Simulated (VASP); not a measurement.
A run of VASP 6.6.1 is set up as follows.

File POSCAR:

```
MgS
1.0
    0.0000000000      2.4975840000      2.7057160000
    2.4975840000      0.0000000000      2.7057160000
    2.4975840000      2.4975840000      0.0000000000
Mg S
1 1
Direct
    0.0000000000      0.0000000000      0.0000000000
    0.5000000000      0.5000000000      0.5000000000
```

The input INCAR.step1:

```
SYSTEM = MgS
PREC = Accurate
ENCUT = 520
ISMEAR = 0
SIGMA = 0.05
LREAL = .FALSE.
LASPH = .TRUE.
NELM = 80
NBANDS = 11
GGA = PE
ALGO = Normal
EDIFF = 1E-4
LWAVE = .TRUE.
LCHARG = .FALSE.
```

The input INCAR.step2:

```
SYSTEM = MgS
PREC = Accurate
ENCUT = 520
EDIFF = 1E-6
ISMEAR = 0
SIGMA = 0.05
LREAL = .FALSE.
LASPH = .TRUE.
NELM = 80
ALGO = Normal
ISIF = 2
LWAVE = .FALSE.
LCHARG = .TRUE.
METAGGA = R2SCAN
LMIXTAU = .TRUE.
LELF = .TRUE.
LVHAR = .TRUE.
NBANDS = 11
ISTART = 1
```

Contents of KPOINTS:

```
Automatic mesh
0
G
  8 8 8
  0 0 0
```

Potentials or basis: VASP PAW PBE potentials, release 64 (Mg, S).

Launch:

```console
$ cat potpaw_PBE.64/Mg/POTCAR potpaw_PBE.64/S/POTCAR > POTCAR
$ cp INCAR.step1 INCAR
$ mpirun -np 1 vasp_std > vasp.out
$ cp INCAR.step2 INCAR
$ mpirun -np 1 vasp_std > vasp.out
```

Q: Predict the pressure.

A: 4.3 GPa.

Q: Predict the band gap on the k mesh.

A: 3.25 eV, indirect (least direct gap 4.79 eV).

Stress tensor (GPa, compression positive):
```
 7.57  0.00  0.00
 0.00  7.57  0.00
 0.00  0.00 -2.13
```

Caveat: the cell differs from its parent crystal (strain -0.040 along x and y, +0.040 along z); the PAW data sets were made with another functional, which shifts forces and pressure a little. A k mesh can miss the band edges.
